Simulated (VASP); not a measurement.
# Hf4C (P6/mmm) in VASP: single point with PBE

Aim: the single point of Hf4C with PBE.

Program: VASP 6.6.1. These are calculated values, not measurements. Logs are shortened: lines on timing, memory, paths and dates and some standing lists are left out, and cuts for length are marked.

## Step 1: The cell of the first run

Symmetry: P6/mmm, No. 191, hexagonal system. Conventional cell: a = 6.026 Å, b = 6.026 Å, c = 4.096 Å, α = 90.00°, β = 90.00°, γ = 120.00°. Hf (site symmetry mmm) has 8 Hf at 3.01 to 4.10 Å and 4 C at 3.64 Å within 4.1 Å. Hf (site symmetry 6/mmm) has 2 C at 2.05 Å within 2.7 Å. Within 2.7 Å of C (site symmetry 6/mmm) lie 2 Hf at 2.05 Å.

## Step 2: Single point, PBE

POSCAR

```
Hf4C
1.0
    6.0259104653      0.0000000000      0.0000000000
   -3.0129552327      5.2185915439      0.0000000000
    0.0000000000      0.0000000000      4.0964441720
Hf C
4 1
Direct
    0.5000000000      0.0000000000      0.0000000000
    0.0000000000      0.5000000000      0.0000000000
    0.5000000000      0.5000000000      0.0000000000
    0.0000000000      0.0000000000      0.0000000000
    0.0000000000      0.0000000000      0.5000000000
```

INCAR.step1

```
SYSTEM = Hf4C
PREC = Accurate
ENCUT = 520
EDIFF = 1E-6
ISMEAR = 0
SIGMA = 0.1
LREAL = .FALSE.
LASPH = .TRUE.
NELM = 60
ALGO = Normal
ISIF = 2
LWAVE = .FALSE.
LCHARG = .TRUE.
LMAXMIX = 4
GGA = PE
NBANDS = 30
```

KPOINTS.step1

```
regular mesh
0
G
  6 6 10
  0 0 0
```

INCAR.step2

```
SYSTEM = Hf4C
PREC = Accurate
ENCUT = 520
EDIFF = 1E-6
ISMEAR = -5
SIGMA = 0.1
LREAL = .FALSE.
LASPH = .TRUE.
NELM = 60
ALGO = Normal
ISIF = 2
LWAVE = .FALSE.
LCHARG = .FALSE.
LMAXMIX = 4
GGA = PE
LORBIT = 10
NEDOS = 2001
ICHARG = 11
```

KPOINTS.step2

```
regular mesh
0
G
  9 9 15
  0 0 0
```

Potentials or basis: VASP PAW PBE potentials, release 64 (Hf_pv, C).

On the command line:

```console
$ cat potpaw_PBE.64/Hf_pv/POTCAR potpaw_PBE.64/C/POTCAR > POTCAR
$ cp INCAR.step1 INCAR
$ cp KPOINTS.step1 KPOINTS
$ mpirun -np 1 vasp_std > vasp.out
$ cp INCAR.step2 INCAR
$ cp KPOINTS.step2 KPOINTS
$ mpirun -np 1 vasp_std > vasp.out
```

OUTCAR:

```text
SYSTEM = Hf4C
   PREC = Accurate
   ENCUT = 520
   EDIFF = 1E-6
   ISMEAR = -5
   LREAL = .FALSE.
   LASPH = .TRUE.
   NELM = 60
   ISIF = 2
   GGA = PE
   LORBIT = 10
   ICHARG = 11

 ion  position               nearest neighbor table
   1  0.500  0.000  0.000-   2 3.01   2 3.01   4 3.01   4 3.01   3 3.01   3 3.01
   2  0.000  0.500  0.000-   1 3.01   1 3.01   3 3.01   3 3.01   4 3.01   4 3.01
   3  0.500  0.500  0.000-   4 3.01   4 3.01   2 3.01   2 3.01   1 3.01   1 3.01
   4  0.000  0.000  0.000-   5 2.05   5 2.05   3 3.01   3 3.01   1 3.01   1 3.01   2 3.01   2 3.01

   5  0.000  0.000  0.500-   4 2.05   4 2.05

  LATTYP: Found a hexagonal cell.
 ALAT       =     6.0259104653
 C/A-ratio  =     0.6798050179

  Lattice vectors:

 A1 = (   6.0259104653,   0.0000000000,   0.0000000000)
 A2 = (  -3.0129552327,   5.2185915439,   0.0000000000)
 A3 = (   0.0000000000,   0.0000000000,   4.0964441720)

Analysis of symmetry for initial positions (statically):
=====================================================================
 Subroutine PRICEL returns:
 Original cell was already a primitive cell.

 Routine SETGRP: Setting up the symmetry group for a
 hexagonal supercell.

 Subroutine GETGRP returns: Found 24 space group operations
 (whereof 24 operations were pure point group operations)
 out of a pool of 24 trial point group operations.

The static configuration has the point symmetry D_6h.

Analysis of symmetry for dynamics (positions and initial velocities):
=====================================================================
 Subroutine PRICEL returns:
 Original cell was already a primitive cell.

 Routine SETGRP: Setting up the symmetry group for a
 hexagonal supercell.

 Subroutine GETGRP returns: Found 24 space group operations
 (whereof 24 operations were pure point group operations)
 out of a pool of 24 trial point group operations.

The dynamic configuration has the point symmetry D_6h.

 Subroutine INISYM returns: Found 24 space group operations
 (whereof 24 operations are pure point group operations),
 and found     1 'primitive' translations

----------------------------------------------------------------------------------------

                                     Primitive cell

  volume of cell :     128.8199

  direct lattice vectors                    reciprocal lattice vectors
     6.025910465  0.000000000  0.000000000     0.165950026  0.095811292  0.000000000
[... 105 lines left out ...]
   NELECT =      44.0000    total number of electrons
   NUPDOWN=      -1.0000    fix difference up-down
   EMIN   =  10.00;   EMAX   =-10.00  energy-range for DOS
   EFERMI =   0.00;   METHOD = LEGACY
   ISMEAR =    -5;   SIGMA  =   0.10  broadening in eV -4-tet -1-fermi 0-gaus
   EFERMI_NEDOS =   21; number of points for ismear=-14 and -15
   IALGO  =     38    algorithm
   IMIX   =      4    mixing-type and parameters
     AMIX     =   0.40;   BMIX     =  1.00
     AMIX_MAG =   1.60;   BMIX_MAG =  1.00
  volume/ion in A,a.u.               =      25.76       173.86
  Fermi-wavevector in a.u.,A,eV,Ry     =   1.144365  2.162537 17.817811  1.309572
  Thomas-Fermi vector in A             =   2.281058
   LORBIT       =     10    0 simple, 1 ext, 2 COOP (PROOUT), +10 PAW based schemes
   GGA     = PE    functional components
   LHFCALC =     F    Hartree Fock is set to
   AEXX    =    0.0000 exact exchange contribution
   IVDW    =     0    specifies the selected vdW correction
   LEPSILON=     F    determine dielectric tensor
   LRPA    =     F    only Hartree local field effects (RPA)
 non-spin polarized calculation
 Fermi weights with tetrahedron method with Bloechl corrections
  energy-cutoff  :      520.00
  volume of cell :      128.82
 maximum number of plane-waves:      3507
 NGX is ok and might be reduce to    48

 number of electron      44.0000006 magnetization

 Free energy of the ion-electron system (eV)
  ---------------------------------------------------
  ext. energy  EPLUGINS =         0.00000000
  ---------------------------------------------------
  free energy    TOTEN  =       -41.05544173 eV

  energy without entropy =      -41.05544173  energy(sigma->0) =      -41.05544173

 E-fermi :   2.9166     XC(G=0):  -9.8365

 val. band max:        2.9520854253   @ k =   0.3333   0.1111   0.2667
 cond. band min:       2.7922785637   @ k =   0.3333   0.3333   0.0667
 fundamental gap:     -0.1598068616
 Fermi energy:         2.9165689440

 k-point     1 :       0.0000    0.0000    0.0000
  band No.  band energies     occupation
      1     -28.6231      2.00000
      2     -28.5148      2.00000
      3     -28.5148      2.00000
      4     -28.5070      2.00000
      5     -28.4047      2.00000
      6     -28.4047      2.00000
[... 685 lines left out ...]
     25       3.5027      0.00000
     26       3.7548      0.00000

 [... further k-points ...]

------------------------ aborting loop because EDIFF is reached ----------------------------------------

  FORCE on cell =-STRESS in cart. coord.  units (eV):
  Direction    XX          YY          ZZ          XY          YZ          ZX
  --------------------------------------------------------------------------------------
  -------------------------------------------------------------------------------------
  Total        0.8933748      0.8933748     -2.4938351     -0.0000000     -0.0000000      0.0000000
  in kB       11.1112081     11.1112081    -31.0166785     -0.0000000     -0.0000000      0.0000000
  external PRESSURE =      -2.9314208 kB  Pullay stress =       0.0000000 kB

 VOLUME and BASIS-vectors are now :
 -----------------------------------------------------------------------------
  energy-cutoff  :      520.00
  volume of cell :      128.82
      direct lattice vectors                 reciprocal lattice vectors
     6.025910465  0.000000000  0.000000000     0.165950026  0.095811292  0.000000000
    -3.012955233  5.218591544  0.000000000     0.000000000  0.191622585  0.000000000
     0.000000000  0.000000000  4.096444172     0.000000000  0.000000000  0.244114153

 POSITION                                       TOTAL-FORCE (eV/Angst)
 -----------------------------------------------------------------------------------
      3.01296      0.00000      0.00000         0.000000      0.000000      0.000000
     -1.50648      2.60930      0.00000         0.000000      0.000000      0.000000
      1.50648      2.60930      0.00000        -0.000000      0.000000      0.000000
      0.00000      0.00000      0.00000         0.000000      0.000000      0.000000
      0.00000      0.00000      2.04822         0.000000      0.000000      0.000000
 -----------------------------------------------------------------------------------
    total drift:                               -0.000000      0.000000      0.000000

  FREE ENERGIE OF THE ION-ELECTRON SYSTEM (eV)
  ---------------------------------------------------
  free  energy   TOTEN  =       -41.0554417286 eV

  energy  without entropy=      -41.0554417286  energy(sigma->0) =      -41.05544173

 total charge

# of ion       s       p       d       tot
------------------------------------------
    1        0.406   6.228   1.504   8.138
    2        0.406   6.228   1.504   8.138
    3        0.406   6.228   1.504   8.138
    4        0.451   6.584   1.858   8.893
    5        0.990   1.311   0.000   2.301
--------------------------------------------------
tot          2.659  26.578   6.370  35.607
```

Wall time 3.1 min (1 thread of Intel Xeon 6975P-C (Granite Rapids), shared host); peak memory 0.42 GiB.

What came out:

```yaml
Valence_electrons_inside_the_program's_atomic_spheres: Hf 8.14, 8.89 (each value once); C 2.30
```

Levels at points of the mesh, in eV from the Fermi level:
| k point | band 19 | band 20 | band 21 | band 22 | band 23 | band 24 | band 25 | band 26 |
| --- | --- | --- | --- | --- | --- | --- | --- | --- |
| (0.00, 0.00, 0.00) | -1.29 | -1.07 | -0.38 | -0.28 | -0.28 | 0.46 | 0.46 | 0.74 |

Caveat: spin-orbit coupling is left out, which moves the levels of the heavy elements.
